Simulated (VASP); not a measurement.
Wanted: the native input for a VASP 6.6.1 run.

* Task: single point
* Functional: PBE
* Potentials or basis: VASP PAW PBE potentials, release 64 (V_sv)
* Cutoff: 400 eV
* k mesh: 15 × 15 × 1
* Occupations: fermi-dirac, width 0.08 eV
* Spin: no spin polarisation
* Dipole correction: yes
* Further INCAR settings: ALGO = Normal; EDIFF = 1e-06; NBANDS = 12; NELMDL = -8

The structure of V lies in POSCAR:

```
V
1.0
    2.5962697459      0.0000000000      0.0000000000
   -0.8654232486      2.4477865908      0.0000000000
    0.0000000000      0.0000000000     16.0000000000
V
1
Direct
    0.0000000000      0.0000000000      0.5000000000
```

These files were run (other wordings do the same):

INCAR

```
SYSTEM = V
PREC = Accurate
ENCUT = 400
EDIFF = 1E-6
ISMEAR = -1
SIGMA = 0.08
LREAL = .FALSE.
LASPH = .TRUE.
NELM = 120
ALGO = Normal
ISIF = 2
LWAVE = .FALSE.
LCHARG = .TRUE.
LDIPOL = .TRUE.
IDIPOL = 3
DIPOL = 0.5 0.5 0.500
GGA = PE
LELF = .TRUE.
LVHAR = .TRUE.
LVACPOTAV = .TRUE.
NBANDS = 12
GGA_COMPAT = .FALSE.
NELMDL = -8
```

KPOINTS

```
regular mesh
0
G
  15 15 1
  0 0 0
```

Potentials or basis: VASP PAW PBE potentials, release 64 (V_sv).

Run with:

```bash
$ cat potpaw_PBE.64/V_sv/POTCAR > POTCAR
$ mpirun -np 1 vasp_std > vasp.out
```

Results of the run:

* Band gap on the k mesh: zero (an odd number of electrons rules out a gap without spin polarisation)

It took 42 s on 1 thread of Intel(R) Xeon(R) Platinum 8488C (Sapphire Rapids) (shared host), peak memory 0.2 GiB.
